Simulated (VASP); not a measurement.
Runs of VASP 6.6.1 on Li2Nb. The structure is that of space group P6/mmm (No. 191), or close to it. The cells are those of the table. 

```csv
task,spin,cell,k mesh,cutoff (eV),gap on the mesh (eV),pressure (GPa),relaxed volume (Å³/atom)
single point,off,"a = 4.747, b = 4.747, c = 2.570 Å, angles 90.0, 90.0, 120.0°, 3 atoms",6 × 6 × 6,520,none,-,-
relaxation of cell and atoms,off,"relaxed from a = 4.255, b = 4.255, c = 2.711 Å, angles 90.0, 90.0, 120.0°, 3 atoms",6 × 6 × 6,600,none,0.1,(a)
single point,"collinear, ferromagnetic start","a = 4.747, b = 4.747, c = 2.570 Å, angles 90.0, 90.0, 120.0°, 3 atoms",6 × 6 × 6,520,none,-,-
single point,off,"a = 4.255, b = 4.255, c = 2.711 Å, angles 90.0, 90.0, 120.0°, 3 atoms",6 × 6 × 6,520,none,-,-
single point,off,"a = 4.732, b = 4.732, c = 2.556 Å, angles 90.0, 90.0, 120.0°, 3 atoms",12 × 12 × 18,520,none,-,-
relaxation of cell and atoms,off,"relaxed from a = 4.747, b = 4.747, c = 2.570 Å, angles 90.0, 90.0, 120.0°, 3 atoms",12 × 12 × 18,600,none,0.0,16.48
```

Alike in all rows: level PBE; potentials or basis VASP PAW PBE potentials, release 64 (Li_sv, Nb_sv); smearing gaussian 0.1 eV.

Fill in the values left out.

(a) 16.58.

Caveats: some runs use coarse meshes; the cutoff is under 1.25 times the usual one of these potentials, so pressure, stress and relaxed cells hold a basis-set (Pulay) error; the volume moved by over 15 % at a fixed basis, so the end points are rough (some runs).

A k mesh can miss the band edges, and the runs leave out spin-orbit coupling on Nb.

A gap of «none» marks levels without a gap at the run's occupations.
